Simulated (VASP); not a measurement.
AlP, 2 atoms in the cell. The structure is cubic, space group F-43m (No. 216). The conventional cell has a = 5.414 Å, b = 5.414 Å, c = 5.414 Å, α = 90.00°, β = 90.00°, γ = 90.00°. Within 3.1 Å of Al (site symmetry -43m) lie 4 P at 2.34 Å. P (site symmetry -43m) has 4 Al at 2.34 Å within 3.1 Å. 

```yaml
Program: VASP 6.6.1
Task: single point
Functional: LDA
Potentials_or_basis: VASP PAW LDA potentials, release 64 (Al, P)
Cutoff: 500 eV
k_mesh: 8 × 8 × 8
Occupations: gaussian, width 0.01 eV
Spin: no spin polarisation
Dipole_correction: no
Further_INCAR_settings: ALGO = Normal; EDIFF = 1e-06; NBANDS = 11
```

Potentials or basis: VASP PAW LDA potentials, release 64 (Al, P).

Command:

```sh
$ cat potpaw_LDA.64/Al/POTCAR potpaw_LDA.64/P/POTCAR > POTCAR
$ mpirun -np 1 vasp_std > vasp.out
```

Hardware: 1 thread of Intel Xeon 8259CL (shared host).

**Question.** How long does it take, and how much memory?

**Answer.** It took 12 s on 1 thread of Intel Xeon 8259CL (shared host), peak memory 0.14 GiB. Counts: scf iterations 12, k points 29.
